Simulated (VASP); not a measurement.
Crystal: CdTe.

```
Cd Te
1.0
     0.00000    3.27990    3.27990
     3.27990    0.00000    3.27990
     3.27990    3.27990    0.00000
Cd Te
1 1
Cartesian
  0.0000 0.0000 0.0000
  1.6400 1.6400 1.6400
```

Base run:

* Program: VASP 6.6.1
* Functional: HSE06
* Potentials or basis: VASP PAW PBE potentials, release 64 (Cd, Te)
* Cutoff: 520 eV
* k mesh: 4 × 4 × 4
* Occupations: gaussian, width 0.01 eV
* Spin: no spin polarisation

Its results: band gap on the k mesh 1.44 eV, direct; pressure 0.2 GPa.

Task: The run is repeated on the same cell with these changes: functional from HSE06 to PBE0; further incar settings from ALGO = Normal; EDIFF = 1e-07; NBANDS = 16 to ALGO = Normal; EDIFF = 1e-06; NBANDS = 16. What comes out?

Result: Band gap on the k mesh 2.12 eV, direct; pressure 0.0 GPa.

Caveats: the PAW data sets were made with another functional, which shifts forces and pressure a little; spin-orbit coupling is left out, which moves the levels of the heavy elements.

